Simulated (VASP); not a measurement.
Here is a VASP 6.6.1 calculation.

INCAR

```
PREC = Accurate
ENCUT = 520
EDIFF = 1E-6
ISMEAR = 0
SIGMA = 0.1
LREAL = False
LASPH = True
NELM = 80
ALGO = Normal
ISIF = 2
LWAVE = False
LCHARG = False
GGA = PE
NBANDS = 12
```

The input KPOINTS:

```
Automatic mesh
0
Gamma
  15 15 8
```

The input POSCAR:

```
Sb
1.0
    3.4046778914      0.0000000000      0.0000000000
   -1.7023389458      2.9485375457      0.0000000000
    0.0000000000      0.0000000000      4.9067447000
Sb
2
Direct
    0.3333333333      0.6666666667      0.2500000000
    0.6666666667      0.3333333333      0.7500000000
```

Potentials or basis: VASP PAW PBE potentials, release 64 (Sb).

Launch:

```console
$ cat potpaw_PBE.64/Sb/POTCAR > POTCAR
$ mpirun -np 1 vasp_std > vasp.out
```

Problem. Estimate the band gap on the k mesh.

Solution. Zero (bands 5 and 6 overlap by 7.22 eV).

Problem. What does it give for the pressure?

Solution. 8.3 GPa.

Stress tensor (GPa, compression positive):
```
8.25 0.00 0.00
0.00 8.25 0.00
0.00 0.00 8.54
```

Caveat: the cell differs from its parent crystal (strained); the cell stands under pressure; spin-orbit coupling is left out, which moves the levels of the heavy elements.
